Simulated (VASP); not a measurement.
Input of a VASP 6.6.1 run:

File INCAR:

```
SYSTEM = P
ALGO     = Normal         ! electronic algorithm
EDIFF    = 1E-6           ! SCF threshold, eV
ENCUT    = 520            ! plane-wave cutoff, eV
GGA      = PE             ! functional
ISIF     = 2              ! what is computed and relaxed
ISMEAR   = -1             ! smearing method
LASPH    = .TRUE.         ! aspherical terms in the spheres
LCHARG   = .FALSE.        ! write CHGCAR
LREAL    = .FALSE.        ! projectors in reciprocal space
LWAVE    = .FALSE.        ! write WAVECAR
NBANDS   = 8              ! bands
NELM     = 60             ! most SCF steps
PREC     = Accurate       ! precision mode
SIGMA    = 0.1            ! smearing width, eV
```

KPOINTS

```
k-points
0
G
  18 18 18
  0 0 0
```

File POSCAR:

```
P
1.0
    0.0000000000      1.4277922849      1.4277922849
    1.4277922849      0.0000000000      1.4277922849
    1.4277922849      1.4277922849      0.0000000000
P
1
Direct
    0.0000000000      0.0000000000      0.0000000000
```

Potentials or basis: VASP PAW PBE potentials, release 64 (P).

Launch:

```bash
$ cat potpaw_PBE.64/P/POTCAR > POTCAR
$ mpirun -np 1 vasp_std > vasp.out
```

**Question.** Predict the pressure.

**Answer.** 494.3 GPa.

**Question.** What does it give for the band gap on the k mesh?

**Answer.** Zero (an odd number of electrons rules out a gap without spin polarisation).

Caveat: the cell stands under pressure.
